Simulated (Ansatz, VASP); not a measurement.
## K in VASP and in Ansatz

Contents of INCAR:

```
PREC = Accurate ; ENCUT = 520
EDIFF = 1E-7 ; ISMEAR = -1
SIGMA = 0.1 ; LREAL = False
LASPH = True ; NELM = 60
ALGO = Normal ; ISIF = 2
LWAVE = False ; LCHARG = True
GGA = CA ; LELF = True
LVHAR = True ; NBANDS = 10
```

Contents of KPOINTS:

```
regular mesh
0
Gamma
  9 9 9
```

Contents of POSCAR:

```
K
1.0
   -2.5241928768      2.5241928768      2.5241928768
    2.5241928768     -2.5241928768      2.5241928768
    2.5241928768      2.5241928768     -2.5241928768
K
1
Direct
    0.0000000000      0.0000000000      0.0000000000
```

Input for Ansatz:

```yaml
crystal:
  lattice:
    - [-2.5241928768, 2.5241928768, 2.5241928768]
    - [2.5241928768, -2.5241928768, 2.5241928768]
    - [2.5241928768, 2.5241928768, -2.5241928768]
  atoms:
    - { symbol: K, position: [0.0, 0.0, 0.0] }
hamiltonian:
  xc: lda
  pseudopotentials:
    kind: paw
    azcp:
      K: "pseudopotentials/K.paw.azcp"
basis:
  ecutwfc: 500
  fft_grid_basis: typed
kpoints:
  mp_grid: { grid: [9, 9, 9], shift: [0, 0, 0] }
magnetization:
  spin_polarized: false
scf:
  occupations: { method: fermi_dirac, width: 0.1 }
  lower_state_search: "off"
output:
  stress: true
```

Alike in both runs: task single point; functional LDA; k mesh 9 × 9 × 9; occupations fermi-dirac, width 0.1 eV; no spin polarisation.

|  | VASP | Ansatz |
| --- | --- | --- |
| version | VASP 6.6.1 | Ansatz 0.2.0 |
| potentials or method | VASP PAW LDA potentials, release 64 (K_sv), cutoff 520 eV | plane waves (500 eV) with PAW, scalar-relativistic |
| valence electrons in the cell | 9 | 9 |

```csv
,VASP,Ansatz,Ansatz less VASP
pressure (GPa),0.0,0.0,+0.02
```

Ansatz warns that its potentials were made for another functional, while VASP's fit it. LDA's correlation is that of Perdew and Zunger in VASP and of Perdew and Wang (1992) in Ansatz.
